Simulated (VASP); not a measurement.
# Ge4Sb2O (I4/mmm) in VASP: further runs

The runs below take Ge4Sb2O through single point, with PBE.

All numbers are computed with VASP 6.6.1; they aren't measurements. Logs are shortened: lines on timing, memory, paths and dates and some standing lists are left out, and cuts for length are marked.

### 1 The cell of the first run

It takes space group I4/mmm (No. 139, tetragonal). Conventional cell: a = 6.810 Å, b = 6.810 Å, c = 5.480 Å, α = 90.00°, β = 90.00°, γ = 90.00°. Within 3.5 Å of Ge (site symmetry m2m) lie 4 Ge at 2.68 to 2.92 Å and 4 Sb at 2.82 Å and 3 O at 2.92 to 3.33 Å. Within 3.7 Å of Sb (site symmetry -4m2) lie 2 Sb at 2.74 Å and 8 Ge at 2.82 Å and 4 O at 3.67 Å. Within 3.8 Å of O (site symmetry 4/mmm) lie 12 Ge at 2.92 to 3.33 Å and 8 Sb at 3.67 Å.

The cell was generated, and may not be a known phase.

### 2 Single point, PBE

INCAR reads:

```
PREC = Accurate
ENCUT = 520
EDIFF = 1E-6
ISMEAR = 0
SIGMA = 0.1
LREAL = False
LASPH = True
NELM = 60
ALGO = Normal
ISIF = 2
LWAVE = False
LCHARG = False
GGA = PE
NBANDS = 45
```

KPOINTS reads:

```
regular mesh
0
Gamma
  4 4 4
```

POSCAR reads:

```
Ge4Sb2O
1.0
   -3.4048912900      3.4048912900      2.7399423800
    3.4048912900     -3.4048912900      2.7399423800
    3.4048912900      3.4048912900     -2.7399423800
Ge Sb O
4 2 1
Direct
    0.3028784700      0.3028784700      0.6057569400
    0.6971215300      0.6971215300      0.3942430600
    0.3028784700      0.6971215300      0.0000000000
    0.6971215300      0.3028784700      0.0000000000
    0.7500000000      0.2500000000      0.5000000000
    0.2500000000      0.7500000000      0.5000000000
    0.0000000000      0.0000000000      0.0000000000
```

Potentials or basis: VASP PAW PBE potentials, release 64 (Ge_d, Sb, O).

Command:

```sh
$ cat potpaw_PBE.64/Ge_d/POTCAR potpaw_PBE.64/Sb/POTCAR potpaw_PBE.64/O/POTCAR > POTCAR
$ mpirun -np 1 vasp_std > vasp.out
```

OUTCAR:

```text
PREC = Accurate
   ENCUT = 520
   EDIFF = 1E-6
   ISMEAR = 0
   LREAL = False
   LASPH = True
   NELM = 60
   ISIF = 2
   GGA = PE

 ion  position               nearest neighbor table
   1  0.303  0.303  0.606-   3 2.68   4 2.68   5 2.82   6 2.82   6 2.82   5 2.82
   2  0.697  0.697  0.394-   3 2.68   4 2.68   5 2.82   6 2.82   6 2.82   5 2.82
   3  0.303  0.697  0.000-   1 2.68   2 2.68   5 2.82   6 2.82   6 2.82   5 2.82
   4  0.697  0.303  0.000-   1 2.68   2 2.68   6 2.82   5 2.82   5 2.82   6 2.82
   5  0.750  0.250  0.500-   6 2.74   6 2.74   1 2.82   2 2.82   3 2.82   4 2.82   3 2.82   4 2.82
                             1 2.82   2 2.82
   6  0.250  0.750  0.500-   5 2.74   5 2.74   1 2.82   2 2.82   4 2.82   3 2.82   4 2.82   3 2.82
                             1 2.82   2 2.82
   7  0.000  0.000  0.000-

  LATTYP: Found a body centered tetragonal cell.
 ALAT       =     6.8097825800
 C/A-ratio  =     0.8047077415

  Lattice vectors:

 A1 = (  -3.4048912900,   3.4048912900,   2.7399423800)
 A2 = (   3.4048912900,  -3.4048912900,   2.7399423800)
 A3 = (   3.4048912900,   3.4048912900,  -2.7399423800)

Analysis of symmetry for initial positions (statically):
=====================================================================
 Subroutine PRICEL returns:
 Original cell was already a primitive cell.

 Routine SETGRP: Setting up the symmetry group for a
 body centered tetragonal supercell.

 Subroutine GETGRP returns: Found 16 space group operations
 (whereof 16 operations were pure point group operations)
 out of a pool of 16 trial point group operations.

The static configuration has the point symmetry D_4h.

Analysis of symmetry for dynamics (positions and initial velocities):
=====================================================================
 Subroutine PRICEL returns:
 Original cell was already a primitive cell.

 Routine SETGRP: Setting up the symmetry group for a
 body centered tetragonal supercell.

 Subroutine GETGRP returns: Found 16 space group operations
 (whereof 16 operations were pure point group operations)
 out of a pool of 16 trial point group operations.

The dynamic configuration has the point symmetry D_4h.

 Subroutine INISYM returns: Found 16 space group operations
 (whereof 16 operations are pure point group operations),
 and found     1 'primitive' translations

----------------------------------------------------------------------------------------

                                     Primitive cell

  volume of cell :     127.0597

  direct lattice vectors                    reciprocal lattice vectors
    -3.404891290  3.404891290  2.739942380     0.000000000  0.146847566  0.182485589
     3.404891290 -3.404891290  2.739942380     0.146847566  0.000000000  0.182485589
     3.404891290  3.404891290 -2.739942380     0.146847566  0.146847566  0.000000000

  length of vectors
     5.540203393  5.540203393  5.540203393     0.234233213  0.234233213  0.207673820

  position of ions in fractional coordinates (direct lattice)
     0.302878470  0.302878470  0.605756940
     0.697121530  0.697121530  0.394243060
     0.302878470  0.697121530  0.000000000
     0.697121530  0.302878470  0.000000000
     0.750000000  0.250000000  0.500000000
     0.250000000  0.750000000  0.500000000
     0.000000000  0.000000000  0.000000000

  ion indices of the primitive-cell ions
   primitive index   ion index
                 1           1
                 2           2
                 3           3
                 4           4
                 5           5
                 6           6
                 7           7

----------------------------------------------------------------------------------------

 KPOINTS: regular mesh

Automatic generation of k-mesh.
 Grid dimensions read from file:
 generate k-points for:    4    4    4

 Generating k-lattice:

  Cartesian coordinates                     Fractional coordinates (reciprocal lattice)
     0.000000000  0.036711892  0.045621397     0.250000000  0.000000000  0.000000000
     0.036711892  0.000000000  0.045621397     0.000000000  0.250000000  0.000000000
     0.036711892  0.036711892  0.000000000     0.000000000  0.000000000  0.250000000

  Length of vectors
     0.058558303  0.058558303  0.051918455

  Shift w.r.t. Gamma in fractional coordinates (k-lattice)
     0.000000000  0.000000000  0.000000000

 Subroutine IBZKPT returns following result:
 ===========================================

 Found     13 irreducible k-points:

 Following reciprocal coordinates:
            Coordinates               Weight
  0.000000  0.000000  0.000000      1.000000
  0.250000  0.000000 -0.000000      8.000000
  0.500000  0.000000 -0.000000      4.000000
  0.250000  0.250000 -0.000000      8.000000
  0.500000  0.250000 -0.000000     16.000000
 -0.250000  0.250000  0.000000      4.000000
  0.500000  0.500000 -0.000000      2.000000
  0.250000  0.250000  0.250000      2.000000
 -0.250000  0.250000  0.250000      4.000000
  0.500000  0.500000  0.250000      4.000000
 -0.250000  0.500000  0.250000      8.000000
 -0.250000 -0.250000  0.250000      2.000000
  0.500000  0.500000  0.500000      1.000000
   k-points           NKPTS =     13   k-points in BZ     NKDIM =     13   number of bands    NBANDS=     45
   number of dos      NEDOS =    301   number of ions     NIONS =      7
   total plane-waves  NPLWV =  74088
   dimension x,y,z NGX =    42 NGY =   42 NGZ =   42
   dimension x,y,z NGXF=    84 NGYF=   84 NGZF=   84
   ions per type =               4   2   1
   NGX,Y,Z   is equivalent  to a cutoff of  12.60, 12.60, 12.60 a.u.
   NGXF,Y,Z  is equivalent  to a cutoff of  25.21, 25.21, 25.21 a.u.
 SYSTEM =  unknown system
   PREC   = accura    normal or accurate (medium, high low for compatibility)
   ISTART =      0    job   : 0-new  1-cont  2-samecut
   ICHARG =      2    charge: 1-file 2-atom 10-const
   ISPIN  =      1    spin polarized calculation?
   LNONCOLLINEAR =      F non collinear calculations
   LSORBIT =      F    spin-orbit coupling
   LASPH  =      T    aspherical Exc in radial PAW
   ENCUT  =  520.0 eV  38.22 Ry    6.18 a.u.  10.30 10.30 10.30*2*pi/ulx,y,z
   NELM   =     60;   NELMIN=  2; NELMDL= -5     # of ELM steps
   EDIFF  = 0.1E-05   stopping-criterion for ELM
   LREAL  =      F    real-space projection
   EDIFFG = 0.1E-04   stopping-criterion for IOM
   NSW    =      0    number of steps for IOM
   IBRION =     -1    ionic relax: 0-MD 1-quasi-New 2-CG
   NFREE  =      0    steps in history (QN), initial steepest desc. (CG)
   ISIF   =      2    stress and relaxation
   ISYM   =      2    0-nonsym 1-usesym 2-fastsym
   POTIM  = 0.5000    time-step for ionic-motion
   TEBEG  =    0.0;   TEEND  =   0.0 temperature during run
   PSTRESS=    0.0 pullay stress
   NELECT =      72.0000    total number of electrons
   NUPDOWN=      -1.0000    fix difference up-down
   EMIN   =  10.00;   EMAX   =-10.00  energy-range for DOS
   EFERMI =   0.00;   METHOD = LEGACY
   ISMEAR =     0;   SIGMA  =   0.10  broadening in eV -4-tet -1-fermi 0-gaus
   EFERMI_NEDOS =   21; number of points for ismear=-14 and -15
   IALGO  =     38    algorithm
   IMIX   =      4    mixing-type and parameters
     AMIX     =   0.40;   BMIX     =  1.00
     AMIX_MAG =   1.60;   BMIX_MAG =  1.00
  volume/ion in A,a.u.               =      18.15       122.49
  Fermi-wavevector in a.u.,A,eV,Ry     =   1.354720  2.560050 24.970331  1.835268
  Thomas-Fermi vector in A             =   2.481868
   LORBIT       =      0    0 simple, 1 ext, 2 COOP (PROOUT), +10 PAW based schemes
   GGA     = PE    functional components
   LHFCALC =     F    Hartree Fock is set to
   AEXX    =    0.0000 exact exchange contribution
   IVDW    =     0    specifies the selected vdW correction
   LEPSILON=     F    determine dielectric tensor
   LRPA    =     F    only Hartree local field effects (RPA)
 non-spin polarized calculation
 Gauss-broadening in eV      SIGMA  =   0.10
  energy-cutoff  :      520.00
  volume of cell :      127.06
 maximum number of plane-waves:      3438
 NGX is ok and might be reduce to    42
   NGX = 21   NGY = 21   NGZ = 21

 number of electron      72.0000028 magnetization

 Free energy of the ion-electron system (eV)
  ---------------------------------------------------
  ext. energy  EPLUGINS =         0.00000000
  ---------------------------------------------------
  free energy    TOTEN  =       -25.97668562 eV

  energy without entropy =      -25.95138088  energy(sigma->0) =      -25.96403325

 E-fermi :   7.7761     XC(G=0): -11.1235

 val. band max:        7.7548030204   @ k =   0.5000   0.2500  -0.0000
 cond. band min:       7.7999512936   @ k =   0.5000   0.5000  -0.0000
 fundamental gap:      0.0451482731
 Fermi energy:         7.7760686838

 k-point     1 :       0.0000    0.0000    0.0000
  band No.  band energies     occupation
      1     -17.1653      2.00000
      2     -17.1568      2.00000
      3     -17.1373      2.00000
      4     -17.1145      2.00000
      5     -17.1145      2.00000
      6     -17.1085      2.00000
[... 37 lines left out ...]
     44      14.6391      0.00000
     45      15.0310      0.00000

 k-point     2 :       0.2500    0.0000   -0.0000
  band No.  band energies     occupation
      1     -17.1654      2.00000
      2     -17.1499      2.00000
      3     -17.1278      2.00000
      4     -17.1233      2.00000
      5     -17.1226      2.00000
      6     -17.1103      2.00000
[... 37 lines left out ...]
     44      12.6691      0.00000
     45      13.6492      0.00000

 k-point     3 :       0.5000    0.0000   -0.0000
  band No.  band energies     occupation
      1     -17.1647      2.00000
      2     -17.1361      2.00000
      3     -17.1360      2.00000
      4     -17.1292      2.00000
      5     -17.1127      2.00000
      6     -17.1124      2.00000
[... 469 lines left out ...]
     44      11.2668      0.00000
     45      11.5932      0.00000

 k-point    13 :       0.5000    0.5000    0.5000
  band No.  band energies     occupation
      1     -17.1658      2.00000
      2     -17.1436      2.00000
      3     -17.1436      2.00000
      4     -17.1257      2.00000
      5     -17.1123      2.00000
      6     -17.1123      2.00000
[... 37 lines left out ...]
     44      11.9641      0.00000
     45      12.3267      0.00000

------------------------ aborting loop because EDIFF is reached ----------------------------------------

  FORCE on cell =-STRESS in cart. coord.  units (eV):
  Direction    XX          YY          ZZ          XY          YZ          ZX
  --------------------------------------------------------------------------------------
  -------------------------------------------------------------------------------------
  Total       11.3749580     11.3749580     19.1866775      0.0000000      0.0000000      0.0000000
  in kB      143.4341167    143.4341167    241.9370808      0.0000000      0.0000000      0.0000000
  external PRESSURE =     176.2684381 kB  Pullay stress =       0.0000000 kB

 VOLUME and BASIS-vectors are now :
 -----------------------------------------------------------------------------
  energy-cutoff  :      520.00
  volume of cell :      127.06
      direct lattice vectors                 reciprocal lattice vectors
    -3.404891290  3.404891290  2.739942380     0.000000000  0.146847566  0.182485589
     3.404891290 -3.404891290  2.739942380     0.146847566  0.000000000  0.182485589
     3.404891290  3.404891290 -2.739942380     0.146847566  0.146847566  0.000000000

 POSITION                                       TOTAL-FORCE (eV/Angst)
 -----------------------------------------------------------------------------------
      2.06254      2.06254      0.00000        -0.306585     -0.306585      0.000000
      1.34235      1.34235      2.73994         0.306585      0.306585     -0.000000
      1.34235     -1.34235      2.73994         0.306585     -0.306585      0.000000
     -1.34235      1.34235      2.73994        -0.306585      0.306585     -0.000000
      0.00000      3.40489      1.36997         0.000000     -0.000000      0.000000
      3.40489      0.00000      1.36997         0.000000     -0.000000      0.000000
      0.00000      0.00000      0.00000         0.000000     -0.000000      0.000000
 -----------------------------------------------------------------------------------
    total drift:                               -0.000000     -0.000000      0.000000

  FREE ENERGIE OF THE ION-ELECTRON SYSTEM (eV)
  ---------------------------------------------------
  free  energy   TOTEN  =       -25.9766856193 eV

  energy  without entropy=      -25.9513808775  energy(sigma->0) =      -25.96403325
```

Wall time 84 s (1 thread of AMD EPYC 7R43 (Zen 3), shared host); peak memory 0.24 GiB.

Results:

| Property | Result |
| --- | --- |
| Free energy | -25.9767 eV |
| Pressure | 17.6 GPa |
| Largest force | 0.434 eV/Å |
| Band gap on the k mesh | zero (bands 36 and 37 overlap by 0.48 eV) |

Forces in eV/Å, atoms in the order of the input:
```
Ge  -0.307 -0.307  0.000
Ge   0.307  0.307  0.000
Ge   0.307 -0.307  0.000
Ge  -0.307  0.307  0.000
Sb   0.000  0.000  0.000
Sb   0.000  0.000  0.000
O    0.000  0.000  0.000
```

Caveat: the k points lie up to 0.37 Å⁻¹ apart; spin-orbit coupling is left out, which moves the levels of the heavy elements.

### 3 Single point, PBE

This run uses another cell than the first one, of 22.75 Å³/atom.

INCAR reads:

```
SYSTEM = Ge4Sb2O
ALGO = Normal
EDIFF = 1E-6
ENCUT = 520
GGA = PE
ISIF = 2
ISMEAR = 0
LASPH = .TRUE.
LCHARG = .FALSE.
LREAL = .FALSE.
LWAVE = .FALSE.
NBANDS = 45
NELM = 80
PREC = Accurate
SIGMA = 0.1
```

KPOINTS reads:

```
k-points
0
G
  8 8 8
  0 0 0
```

POSCAR reads:

```
Ge4Sb2O
1.0
   -3.1108016721      3.1108016721      4.1146095888
    3.1108016721     -3.1108016721      4.1146095888
    3.1108016721      3.1108016721     -4.1146095888
Ge Sb O
4 2 1
Direct
    0.2425466253      0.2425466253      0.4850932505
    0.7574533747      0.7574533747      0.5149067495
    0.2425466253      0.7574533747      0.0000000000
    0.7574533747      0.2425466253      0.0000000000
    0.7500000000      0.2500000000      0.5000000000
    0.2500000000      0.7500000000      0.5000000000
    0.0000000000      0.0000000000      0.0000000000
```

Potentials or basis: VASP PAW PBE potentials, release 64 (Ge_d, Sb, O).

Command:

```sh
$ cat potpaw_PBE.64/Ge_d/POTCAR potpaw_PBE.64/Sb/POTCAR potpaw_PBE.64/O/POTCAR > POTCAR
$ mpirun -np 1 vasp_std > vasp.out
```

Run time: 8.8 min. Hardware: 1 thread of AMD EPYC 7R43 (Zen 3), shared host; peak memory 0.51 GiB.

It converged, with:

```yaml
Free_energy: -31.2592 eV
Pressure: 0.0 GPa
Largest_force: 0.020 eV/Å
Band_gap_on_the_k_mesh: zero (bands 36 and 37 overlap by 0.94 eV)
```

Forces in eV/Å, atoms in the order of the input:
```
Ge   0.014  0.014  0.000
Ge  -0.014 -0.014  0.000
Ge  -0.014  0.014  0.000
Ge   0.014 -0.014  0.000
Sb   0.000  0.000  0.000
Sb   0.000  0.000  0.000
O    0.000  0.000  0.000
```

Levels at points of the mesh, in eV from the Fermi level:
```tsv
k point	band 32	band 33	band 34	band 35	band 36	band 37	band 38	band 39	band 40	band 41
(0.00, 0.00, 0.00)	-4.06	-4.06	-2.13	-1.92	-1.92	-0.88	2.62	2.69	3.53	4.63
(0.50, 0.00, 0.00)	-3.13	-1.85	-1.52	-0.43	-0.21	0.53	0.97	1.33	1.74	2.05
(0.50, 0.50, 0.00)	-2.76	-1.95	-1.46	-0.38	-0.18	0.55	0.87	0.89	1.02	1.07
(0.50, 0.50, 0.50)	-0.58	-0.58	-0.33	-0.23	-0.21	-0.21	0.02	0.74	0.74	1.35
```

Caveat: spin-orbit coupling is left out, which moves the levels of the heavy elements.

The gap in the log of VASP goes by the Fermi energy; the results here count the filled bands.